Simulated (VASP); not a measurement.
# AgCl (Cmcm) in VASP: further runs

The runs below take AgCl through single point, with PBE.

Everything below comes from runs of VASP 6.6.1. Logs are shortened: lines on timing, memory, paths and dates and some standing lists are left out, and cuts for length are marked.

### 1 The cell of the first run

Symmetry: Cmcm, No. 63, orthorhombic system. The conventional cell has a = 3.791 Å, b = 11.259 Å, c = 3.976 Å, α = 90.00°, β = 90.00°, γ = 90.00°. Within 3.6 Å of Ag (site symmetry m2m) lie 7 Cl at 2.77 to 3.28 Å and 2 Ag at 3.06 Å. Cl (site symmetry m2m) has 7 Ag at 2.77 to 3.28 Å and 8 Cl at 3.62 to 3.79 Å within 3.8 Å.

### 2 Single point, PBE

Input file INCAR:

```
SYSTEM = AgCl
PREC = Accurate
ENCUT = 520
EDIFF = 1E-6
ISMEAR = -1
SIGMA = 0.05
LREAL = .FALSE.
LASPH = .TRUE.
NELM = 80
ALGO = Normal
ISIF = 2
LWAVE = .FALSE.
LCHARG = .FALSE.
GGA = PE
NBANDS = 26
```

Input file KPOINTS:

```
regular mesh
0
G
  8 8 7
  0 0 0
```

Input file POSCAR:

```
AgCl
1.0
    1.8955297593     -5.6297167164      0.0000000000
    1.8955297593      5.6297167164      0.0000000000
    0.0000000000      0.0000000000      3.9756753421
Ag Cl
2 2
Direct
    0.6034446000      0.3965554000      0.2500000000
    0.3965554000      0.6034446000      0.7500000000
    0.1345512700      0.8654487300      0.7500000000
    0.8654487300      0.1345512700      0.2500000000
```

Potentials or basis: VASP PAW PBE potentials, release 64 (Ag, Cl).

Command:

```console
cat potpaw_PBE.64/Ag/POTCAR potpaw_PBE.64/Cl/POTCAR > POTCAR
mpirun -np 1 vasp_std > vasp.out
```

OUTCAR:

```text
SYSTEM = AgCl
   PREC = Accurate
   ENCUT = 520
   EDIFF = 1E-6
   ISMEAR = -1
   LREAL = .FALSE.
   LASPH = .TRUE.
   NELM = 80
   ISIF = 2
   GGA = PE

 ion  position               nearest neighbor table
   1  0.603  0.397  0.250-   3 2.77   3 2.77   3 2.77   3 2.77   4 2.95   2 3.06   2 3.06
   2  0.397  0.603  0.750-   4 2.77   4 2.77   4 2.77   4 2.77   3 2.95   1 3.06   1 3.06
   3  0.135  0.865  0.750-   1 2.77   1 2.77   1 2.77   1 2.77   2 2.95
   4  0.865  0.135  0.250-   2 2.77   2 2.77   2 2.77   2 2.77   1 2.95

  LATTYP: Found a base centered orthorhombic cell.
 ALAT       =     3.7910595186
 B/A-ratio  =     2.9699964819
 C/A-ratio  =     1.0486976853

  Lattice vectors:

 A1 = (   1.8955297593,  -5.6297167164,   0.0000000000)
 A2 = (   1.8955297593,   5.6297167164,   0.0000000000)
 A3 = (   0.0000000000,   0.0000000000,   3.9756753421)

Analysis of symmetry for initial positions (statically):
=====================================================================
 Subroutine PRICEL returns:
 Original cell was already a primitive cell.

 Routine SETGRP: Setting up the symmetry group for a
 base centered orthorhombic supercell.

 Subroutine GETGRP returns: Found  8 space group operations
 (whereof  4 operations were pure point group operations)
 out of a pool of  8 trial point group operations.

The static configuration has the point symmetry C_2h.
 The point group associated with its full space group is D_2h.

Analysis of symmetry for dynamics (positions and initial velocities):
=====================================================================
 Subroutine PRICEL returns:
 Original cell was already a primitive cell.

 Routine SETGRP: Setting up the symmetry group for a
 base centered orthorhombic supercell.

 Subroutine GETGRP returns: Found  8 space group operations
 (whereof  4 operations were pure point group operations)
 out of a pool of  8 trial point group operations.

The dynamic configuration has the point symmetry C_2h.
 The point group associated with its full space group is D_2h.

 Subroutine INISYM returns: Found  8 space group operations
 (whereof  4 operations are pure point group operations),
 and found     1 'primitive' translations

----------------------------------------------------------------------------------------

                                     Primitive cell

  volume of cell :      84.8512

  direct lattice vectors                    reciprocal lattice vectors
     1.895529759 -5.629716716  0.000000000     0.263778502 -0.088814416  0.000000000
     1.895529759  5.629716716  0.000000000     0.263778502  0.088814416  0.000000000
     0.000000000  0.000000000  3.975675342     0.000000000  0.000000000  0.251529593

  length of vectors
     5.940264588  5.940264588  3.975675342     0.278329119  0.278329119  0.251529593

  position of ions in fractional coordinates (direct lattice)
     0.603444600  0.396555400  0.250000000
     0.396555400  0.603444600  0.750000000
     0.134551270  0.865448730  0.750000000
     0.865448730  0.134551270  0.250000000

  ion indices of the primitive-cell ions
   primitive index   ion index
                 1           1
                 2           2
                 3           3
                 4           4

----------------------------------------------------------------------------------------

 KPOINTS: regular mesh

Automatic generation of k-mesh.
 Grid dimensions read from file:
 generate k-points for:    8    8    7

 Generating k-lattice:

  Cartesian coordinates                     Fractional coordinates (reciprocal lattice)
     0.032972313 -0.011101802  0.000000000     0.125000000  0.000000000  0.000000000
     0.032972313  0.011101802  0.000000000     0.000000000  0.125000000  0.000000000
     0.000000000  0.000000000  0.035932799     0.000000000  0.000000000  0.142857143

  Length of vectors
     0.034791140  0.034791140  0.035932799

  Shift w.r.t. Gamma in fractional coordinates (k-lattice)
     0.000000000  0.000000000  0.000000000

 Subroutine IBZKPT returns following result:
 ===========================================

 Found     84 irreducible k-points:

 Following reciprocal coordinates:
            Coordinates               Weight
  0.000000  0.000000  0.000000      1.000000
  0.125000  0.000000  0.000000      4.000000
  0.250000  0.000000  0.000000      4.000000
  0.375000  0.000000  0.000000      4.000000
  0.500000  0.000000  0.000000      2.000000
  0.125000  0.125000  0.000000      2.000000
[... 16 lines left out ...]
  0.125000  0.000000  0.142857      8.000000
  0.250000  0.000000  0.142857      8.000000
 [... further k-points ...]
   k-points           NKPTS =     84   k-points in BZ     NKDIM =     84   number of bands    NBANDS=     26
   number of dos      NEDOS =    301   number of ions     NIONS =      4
   total plane-waves  NPLWV =  69120
   dimension x,y,z NGX =    48 NGY =   48 NGZ =   30
   dimension x,y,z NGXF=    96 NGYF=   96 NGZF=   60
   ions per type =               2   2
   NGX,Y,Z   is equivalent  to a cutoff of  13.43, 13.43, 12.54 a.u.
   NGXF,Y,Z  is equivalent  to a cutoff of  26.87, 26.87, 25.09 a.u.
 SYSTEM =  AgCl
   PREC   = accura    normal or accurate (medium, high low for compatibility)
   ISTART =      0    job   : 0-new  1-cont  2-samecut
   ICHARG =      2    charge: 1-file 2-atom 10-const
   ISPIN  =      1    spin polarized calculation?
   LNONCOLLINEAR =      F non collinear calculations
   LSORBIT =      F    spin-orbit coupling
   LASPH  =      T    aspherical Exc in radial PAW
   ENCUT  =  520.0 eV  38.22 Ry    6.18 a.u.  11.04 11.04  7.39*2*pi/ulx,y,z
   NELM   =     80;   NELMIN=  2; NELMDL= -5     # of ELM steps
   EDIFF  = 0.1E-05   stopping-criterion for ELM
   LREAL  =      F    real-space projection
   EDIFFG = 0.1E-04   stopping-criterion for IOM
   NSW    =      0    number of steps for IOM
   IBRION =     -1    ionic relax: 0-MD 1-quasi-New 2-CG
   NFREE  =      0    steps in history (QN), initial steepest desc. (CG)
   ISIF   =      2    stress and relaxation
   ISYM   =      2    0-nonsym 1-usesym 2-fastsym
   POTIM  = 0.5000    time-step for ionic-motion
   TEBEG  =    0.0;   TEEND  =   0.0 temperature during run
   PSTRESS=    0.0 pullay stress
   NELECT =      36.0000    total number of electrons
   NUPDOWN=      -1.0000    fix difference up-down
   EMIN   =  10.00;   EMAX   =-10.00  energy-range for DOS
   EFERMI =   0.00;   METHOD = LEGACY
   ISMEAR =    -1;   SIGMA  =   0.05  broadening in eV -4-tet -1-fermi 0-gaus
   EFERMI_NEDOS =   21; number of points for ismear=-14 and -15
   IALGO  =     38    algorithm
   IMIX   =      4    mixing-type and parameters
     AMIX     =   0.40;   BMIX     =  1.00
     AMIX_MAG =   1.60;   BMIX_MAG =  1.00
  volume/ion in A,a.u.               =      21.21       143.15
  Fermi-wavevector in a.u.,A,eV,Ry     =   1.230145  2.324637 20.589108  1.513257
  Thomas-Fermi vector in A             =   2.365005
   LORBIT       =      0    0 simple, 1 ext, 2 COOP (PROOUT), +10 PAW based schemes
   GGA     = PE    functional components
   LHFCALC =     F    Hartree Fock is set to
   AEXX    =    0.0000 exact exchange contribution
   IVDW    =     0    specifies the selected vdW correction
   LEPSILON=     F    determine dielectric tensor
   LRPA    =     F    only Hartree local field effects (RPA)
 non-spin polarized calculation
  energy-cutoff  :      520.00
  volume of cell :       84.85
 maximum number of plane-waves:      2301
 NGX is ok and might be reduce to    48
   NGX = 23   NGY = 23   NGZ = 15

 number of electron      35.9999998 magnetization

 Free energy of the ion-electron system (eV)
  ---------------------------------------------------
  ext. energy  EPLUGINS =         0.00000000
  ---------------------------------------------------
  free energy    TOTEN  =       -10.65958726 eV

  energy without entropy =      -10.65950489  energy(sigma->0) =      -10.65954608

 E-fermi :   4.0485     XC(G=0): -10.0455

 val. band max:        3.7557005510   @ k =   0.2500   0.2500   0.0000
 cond. band min:       4.2237528037   @ k =   0.0000   0.0000   0.0000
 fundamental gap:      0.4680522526
 Fermi energy:         4.0484993993

 k-point     1 :       0.0000    0.0000    0.0000
  band No.  band energies     occupation
      1     -11.1584      2.00000
      2     -10.6145      2.00000
      3      -0.4775      2.00000
      4       0.5080      2.00000
      5       0.7049      2.00000
      6       0.8171      2.00000
[... 18 lines left out ...]
     25      13.8534      0.00000
     26      14.7004      0.00000

 k-point     2 :       0.1250    0.0000    0.0000
  band No.  band energies     occupation
      1     -11.1090      2.00000
      2     -10.5997      2.00000
      3      -0.4752      2.00000
      4       0.1724      2.00000
      5       0.2418      2.00000
      6       0.4850      2.00000
[... 18 lines left out ...]
     25      14.3320      0.00000
     26      14.7204      0.00000

 k-point     3 :       0.2500    0.0000    0.0000
  band No.  band energies     occupation
      1     -10.9812      2.00000
      2     -10.5680      2.00000
      3      -0.5174      2.00000
      4      -0.4785      2.00000
      5      -0.2804      2.00000
      6      -0.1765      2.00000
[... 18 lines left out ...]
     25      14.0054      0.00000
     26      14.8790      0.00000

 k-point     4 :       0.3750    0.0000    0.0000
  band No.  band energies     occupation
      1     -10.8336      2.00000
      2     -10.5491      2.00000
      3      -1.1194      2.00000
      4      -0.8794      2.00000
      5      -0.4487      2.00000
      6      -0.3861      2.00000
[... 18 lines left out ...]
     25      13.2092      0.00000
     26      14.8509      0.00000
[... 496 lines left out ...]
      1     -11.1039      2.00000
      2     -10.6084      2.00000
      3      -0.4351      2.00000
      4       0.1206      2.00000
      5       0.3567      2.00000
      6       0.6392      2.00000
[... 18 lines left out ...]
     25      13.3479      0.00000
     26      14.5197      0.00000

 k-point    23 :       0.1250    0.0000    0.1429
  band No.  band energies     occupation
      1     -11.0588      2.00000
      2     -10.5955      2.00000
      3      -0.4286      2.00000
      4      -0.1182      2.00000
      5       0.1354      2.00000
      6       0.2315      2.00000
[... 18 lines left out ...]
     25      13.5810      0.00000
     26      13.6490      0.00000

 k-point    24 :       0.2500    0.0000    0.1429
  band No.  band energies     occupation
      1     -10.9425      2.00000
      2     -10.5679      2.00000
      3      -0.5382      2.00000
      4      -0.5190      2.00000
      5      -0.3280      2.00000
      6      -0.1134      2.00000
[... 18 lines left out ...]
     25      13.3477      0.00000
     26      13.8809      0.00000

 [... further k-points ...]

------------------------ aborting loop because EDIFF is reached ----------------------------------------

  FORCE on cell =-STRESS in cart. coord.  units (eV):
  Direction    XX          YY          ZZ          XY          YZ          ZX
  --------------------------------------------------------------------------------------
  -------------------------------------------------------------------------------------
  Total       -0.3459418      0.0845546     -0.3740527      0.0000000      0.0000000      0.0000000
  in kB       -6.5321404      1.5965772     -7.0629361      0.0000000      0.0000000      0.0000000
  external PRESSURE =      -3.9994998 kB  Pullay stress =       0.0000000 kB

 VOLUME and BASIS-vectors are now :
 -----------------------------------------------------------------------------
  energy-cutoff  :      520.00
  volume of cell :       84.85
      direct lattice vectors                 reciprocal lattice vectors
     1.895529759 -5.629716716  0.000000000     0.263778502 -0.088814416  0.000000000
     1.895529759  5.629716716  0.000000000     0.263778502  0.088814416  0.000000000
     0.000000000  0.000000000  3.975675342     0.000000000  0.000000000  0.251529593

 POSITION                                       TOTAL-FORCE (eV/Angst)
 -----------------------------------------------------------------------------------
      1.89553     -1.16473      0.99392         0.000000     -0.035484     -0.000000
      1.89553      1.16473      2.98176         0.000000      0.035484      0.000000
      1.89553      4.11475      2.98176         0.000000      0.027302     -0.000000
      1.89553     -4.11475      0.99392         0.000000     -0.027302     -0.000000
 -----------------------------------------------------------------------------------
    total drift:                                0.000000     -0.000000      0.000000

  FREE ENERGIE OF THE ION-ELECTRON SYSTEM (eV)
  ---------------------------------------------------
  free  energy   TOTEN  =       -10.6595872635 eV

  energy  without entropy=      -10.6595048931  energy(sigma->0) =      -10.65954608
```

Run time: 92 s. Hardware: 1 thread of Intel Xeon 6975P-C (Granite Rapids), shared host; peak memory 0.33 GiB.

What came out:

```
Free energy            : -10.6596 eV
Pressure               : -0.4 GPa
Largest force          : 0.035 eV/Å
Band gap on the k mesh : 0.47 eV (least direct gap 1.88 eV)
```

Forces on the atoms (eV/Å):
```
Ag   0.000 -0.035  0.000
Ag   0.000  0.035  0.000
Cl   0.000  0.027  0.000
Cl   0.000 -0.027  0.000
```

Levels at points of the mesh, in eV from the valence-band top:
```tsv
k point	band 14	band 15	band 16	band 17	band 18	band 19	band 20	band 21	band 22	band 23
(0.00, 0.00, 0.00)	-2.14	-2.09	-1.66	-1.58	-1.42	0.47	3.16	7.60	8.47	10.03
(0.50, 0.00, 0.00)	-1.82	-1.24	-0.98	-0.06	-0.01	3.13	5.18	5.87	6.95	7.17
(0.50, 0.50, 0.00)	-2.30	-1.90	-1.58	-1.53	-1.40	2.01	3.55	6.46	8.49	8.68
```

Caveat: an odd mesh through Γ misses points on the zone boundary, where band edges can lie.

(Continued in part 2 of 2.)
